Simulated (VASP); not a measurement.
# Ge (P6_3/mmc) in VASP: density of states with PBEsol

Aim: the density of states of Ge with PBEsol.

Program: VASP 6.6.1. These are calculated values, not measurements. Logs are shortened: lines on timing, memory, paths and dates and some standing lists are left out, and cuts for length are marked.

## (1) The cell of the first run

Symmetry: P6_3/mmc, No. 194, hexagonal system. Conventional cell: a = 3.997 Å, b = 3.997 Å, c = 6.596 Å, α = 90.00°, β = 90.00°, γ = 120.00°. Ge (site symmetry 3m) has 4 Ge at 2.45 to 2.47 Å within 3.2 Å.

## (2) Density of states, PBEsol

Input file POSCAR:

```
Ge
1.0
    3.9969678651      0.0000000000      0.0000000000
   -1.9984839326      3.4614757093      0.0000000000
    0.0000000000      0.0000000000      6.5963651324
Ge
4
Direct
    0.6666666667      0.3333333333      0.0629118564
    0.3333333333      0.6666666667      0.5629118564
    0.6666666667      0.3333333333      0.4370881436
    0.3333333333      0.6666666667      0.9370881436
```

Input file INCAR.step1:

```
SYSTEM = Ge
ALGO = Normal
EDIFF = 1E-6
ENCUT = 520
GGA = PS
ISIF = 2
ISMEAR = 0
LASPH = .TRUE.
LCHARG = .TRUE.
LREAL = .FALSE.
LWAVE = .FALSE.
NBANDS = 36
NELM = 60
PREC = Accurate
SIGMA = 0.1
```

Input file KPOINTS.step1:

```
k-points
0
G
  12 12 6
  0 0 0
```

Input file INCAR.step2:

```
SYSTEM = Ge
ALGO = Normal
EDIFF = 1E-6
ENCUT = 520
GGA = PS
ICHARG = 11
ISIF = 2
ISMEAR = -5
LASPH = .TRUE.
LCHARG = .FALSE.
LORBIT = 11
LREAL = .FALSE.
LWAVE = .FALSE.
NEDOS = 2001
NELM = 60
PREC = Accurate
SIGMA = 0.1
```

Input file KPOINTS.step2:

```
k-points
0
G
  18 18 9
  0 0 0
```

Potentials or basis: VASP PAW PBE potentials, release 64 (Ge_d).

Launch:

```bash
$ cat potpaw_PBE.64/Ge_d/POTCAR > POTCAR
$ cp INCAR.step1 INCAR
$ cp KPOINTS.step1 KPOINTS
$ mpirun -np 1 vasp_std > vasp.out
$ cp INCAR.step2 INCAR
$ cp KPOINTS.step2 KPOINTS
$ mpirun -np 1 vasp_std > vasp.out
```

OUTCAR:

```text
SYSTEM = Ge
   EDIFF = 1E-6
   ENCUT = 520
   GGA = PS
   ICHARG = 11
   ISIF = 2
   ISMEAR = -5
   LASPH = .TRUE.
   LORBIT = 11
   LREAL = .FALSE.
   NELM = 60
   PREC = Accurate

 ion  position               nearest neighbor table
   1  0.667  0.333  0.063-   4 2.45   4 2.45   4 2.45   3 2.47
   2  0.333  0.667  0.563-   3 2.45   3 2.45   3 2.45   4 2.47
   3  0.667  0.333  0.437-   2 2.45   2 2.45   2 2.45   1 2.47
   4  0.333  0.667  0.937-   1 2.45   1 2.45   1 2.45   2 2.47

  LATTYP: Found a hexagonal cell.
 ALAT       =     3.9969678651
 C/A-ratio  =     1.6503422982

  Lattice vectors:

 A1 = (   3.9969678651,   0.0000000000,   0.0000000000)
 A2 = (  -1.9984839326,   3.4614757093,   0.0000000000)
 A3 = (   0.0000000000,   0.0000000000,   6.5963651324)

Analysis of symmetry for initial positions (statically):
=====================================================================
 Subroutine PRICEL returns:
 Original cell was already a primitive cell.

 Routine SETGRP: Setting up the symmetry group for a
 hexagonal supercell.

 Subroutine GETGRP returns: Found 24 space group operations
 (whereof 12 operations were pure point group operations)
 out of a pool of 24 trial point group operations.

The static configuration has the point symmetry D_3d.
 The point group associated with its full space group is D_6h.

Analysis of symmetry for dynamics (positions and initial velocities):
=====================================================================
 Subroutine PRICEL returns:
 Original cell was already a primitive cell.

 Routine SETGRP: Setting up the symmetry group for a
 hexagonal supercell.

 Subroutine GETGRP returns: Found 24 space group operations
 (whereof 12 operations were pure point group operations)
 out of a pool of 24 trial point group operations.

The dynamic configuration has the point symmetry D_3d.
 The point group associated with its full space group is D_6h.

 Subroutine INISYM returns: Found 24 space group operations
 (whereof 12 operations are pure point group operations),
 and found     1 'primitive' translations

----------------------------------------------------------------------------------------

                                     Primitive cell

  volume of cell :      91.2634

  direct lattice vectors                    reciprocal lattice vectors
     3.996967865  0.000000000  0.000000000     0.250189652  0.144447063  0.000000000
    -1.998483933  3.461475709  0.000000000     0.000000000  0.288894126  0.000000000
[... 96 lines left out ...]
   NFREE  =      0    steps in history (QN), initial steepest desc. (CG)
   ISIF   =      2    stress and relaxation
   ISYM   =      2    0-nonsym 1-usesym 2-fastsym
   POTIM  = 0.5000    time-step for ionic-motion
   TEBEG  =    0.0;   TEEND  =   0.0 temperature during run
   PSTRESS=    0.0 pullay stress
   NELECT =      56.0000    total number of electrons
   NUPDOWN=      -1.0000    fix difference up-down
   EMIN   =  10.00;   EMAX   =-10.00  energy-range for DOS
   EFERMI =   0.00;   METHOD = LEGACY
   ISMEAR =    -5;   SIGMA  =   0.10  broadening in eV -4-tet -1-fermi 0-gaus
   EFERMI_NEDOS =   21; number of points for ismear=-14 and -15
   IALGO  =     38    algorithm
   IMIX   =      4    mixing-type and parameters
     AMIX     =   0.40;   BMIX     =  1.00
     AMIX_MAG =   1.60;   BMIX_MAG =  1.00
  volume/ion in A,a.u.               =      22.82       153.97
  Fermi-wavevector in a.u.,A,eV,Ry     =   1.391144  2.628880 26.331090  1.935281
  Thomas-Fermi vector in A             =   2.515011
   LORBIT       =     11    0 simple, 1 ext, 2 COOP (PROOUT), +10 PAW based schemes
   GGA     = PS    functional components
   LHFCALC =     F    Hartree Fock is set to
   AEXX    =    0.0000 exact exchange contribution
   IVDW    =     0    specifies the selected vdW correction
   LEPSILON=     F    determine dielectric tensor
   LRPA    =     F    only Hartree local field effects (RPA)
 non-spin polarized calculation
 Fermi weights with tetrahedron method with Bloechl corrections
  energy-cutoff  :      520.00
  volume of cell :       91.26
 maximum number of plane-waves:      2491
 NGX is ok and might be reduce to    30

 number of electron      56.0000054 magnetization

 Free energy of the ion-electron system (eV)
  ---------------------------------------------------
  ext. energy  EPLUGINS =         0.00000000
  ---------------------------------------------------
  free energy    TOTEN  =       -19.69571536 eV

  energy without entropy =      -19.69571536  energy(sigma->0) =      -19.69571536

 E-fermi :   4.8772     XC(G=0): -10.0865

 val. band max:        4.8781548772   @ k =   0.0556   0.0000   0.0000
 cond. band min:       4.8621376637   @ k =   0.0000   0.0000   0.2222
 fundamental gap:     -0.0160172135
 Fermi energy:         4.8772218116

 k-point     1 :       0.0000    0.0000    0.0000
  band No.  band energies     occupation
      1     -20.0056      2.00000
      2     -20.0055      2.00000
      3     -19.9674      2.00000
      4     -19.9671      2.00000
      5     -19.9671      2.00000
      6     -19.9543      2.00000
[... 853 lines left out ...]
     32       9.1948      0.00000
     33       9.3914      0.00000

 [... further k-points ...]
[... 5 lines left out ...]
  --------------------------------------------------------------------------------------
  -------------------------------------------------------------------------------------
  Total       -0.0164124     -0.0164124      0.0721725      0.0000000      0.0000000      0.0000000
  in kB       -0.2881279     -0.2881279      1.2670273      0.0000000      0.0000000      0.0000000
  external PRESSURE =       0.2302572 kB  Pullay stress =       0.0000000 kB

 VOLUME and BASIS-vectors are now :
 -----------------------------------------------------------------------------
  energy-cutoff  :      520.00
  volume of cell :       91.26
      direct lattice vectors                 reciprocal lattice vectors
     3.996967865  0.000000000  0.000000000     0.250189652  0.144447063  0.000000000
    -1.998483933  3.461475709  0.000000000     0.000000000  0.288894126  0.000000000
     0.000000000  0.000000000  6.596365132     0.000000000  0.000000000  0.151598643

 POSITION                                       TOTAL-FORCE (eV/Angst)
 -----------------------------------------------------------------------------------
      1.99848      1.15383      0.41499        -0.000000     -0.000000     -0.007155
     -0.00000      2.30765      3.71317         0.000000      0.000000     -0.007155
      1.99848      1.15383      2.88319        -0.000000     -0.000000      0.007155
     -0.00000      2.30765      6.18138         0.000000      0.000000      0.007155
 -----------------------------------------------------------------------------------
    total drift:                               -0.000000      0.000000      0.000000

  FREE ENERGIE OF THE ION-ELECTRON SYSTEM (eV)
  ---------------------------------------------------
  free  energy   TOTEN  =       -19.6957153552 eV

  energy  without entropy=      -19.6957153552  energy(sigma->0) =      -19.69571536

 total charge

# of ion       s       p       d       tot
------------------------------------------
    1        1.127   1.252  10.024  12.402
    2        1.127   1.252  10.024  12.402
    3        1.127   1.252  10.024  12.402
    4        1.127   1.252  10.024  12.402
--------------------------------------------------
tot          4.506   5.009  40.094  49.609
```

OSZICAR.step1:

```text
N       E                     dE             d eps       ncg     rms          rms(c)
DAV:   1     0.499464618505E+03    0.49946E+03   -0.28171E+04  6296   0.425E+03
DAV:   2     0.679798268123E+02   -0.43148E+03   -0.42029E+03  5472   0.816E+02
DAV:   3    -0.151687630028E+02   -0.83149E+02   -0.82088E+02  5936   0.208E+02
DAV:   4    -0.198876472151E+02   -0.47189E+01   -0.47009E+01  6332   0.579E+01
DAV:   5    -0.199850813836E+02   -0.97434E-01   -0.97399E-01  6148   0.931E+00    0.459E+00
DAV:   6    -0.197806678712E+02    0.20441E+00   -0.10101E-01  6636   0.286E+00    0.260E+00
DAV:   7    -0.196818438020E+02    0.98824E-01   -0.13704E-01  5868   0.272E+00    0.206E-01
DAV:   8    -0.196840910932E+02   -0.22473E-02   -0.15650E-02  6128   0.126E+00    0.106E-01
DAV:   9    -0.196846022565E+02   -0.51116E-03   -0.49083E-04  6312   0.145E-01    0.285E-02
DAV:  10    -0.196846454246E+02   -0.43168E-04   -0.95488E-05  7100   0.124E-01    0.809E-03
DAV:  11    -0.196846520418E+02   -0.66172E-05   -0.10047E-05  5000   0.184E-02    0.287E-03
DAV:  12    -0.196846526607E+02   -0.61896E-06   -0.10992E-06  4364   0.987E-03
   1 F= -.19684653E+02 E0= -.19684351E+02  d E =-.603335E-03
```

Wall time 13 min (1 thread of Intel Xeon 8259CL, shared host); peak memory 0.48 GiB.

Results:

* Valence electrons inside the program's atomic spheres: Ge 12.40

Levels at points of the mesh, in eV from the Fermi level:
| k point | band 24 | band 25 | band 26 | band 27 | band 28 | band 29 | band 30 | band 31 | band 32 | band 33 |
| --- | --- | --- | --- | --- | --- | --- | --- | --- | --- | --- |
| (0.00, 0.00, 0.00) | -1.53 | -1.53 | -0.21 | -0.17 | -0.07 | 0.08 | 0.08 | 2.21 | 2.21 | 2.70 |
| (0.50, 0.00, 0.00) | -6.80 | -4.65 | -3.12 | -2.88 | -1.49 | 0.42 | 1.57 | 3.45 | 3.64 | 4.27 |

Caveat: the PAW data sets were made with another functional, which shifts forces and pressure a little; tetrahedron occupations give inexact forces and stress in metals.
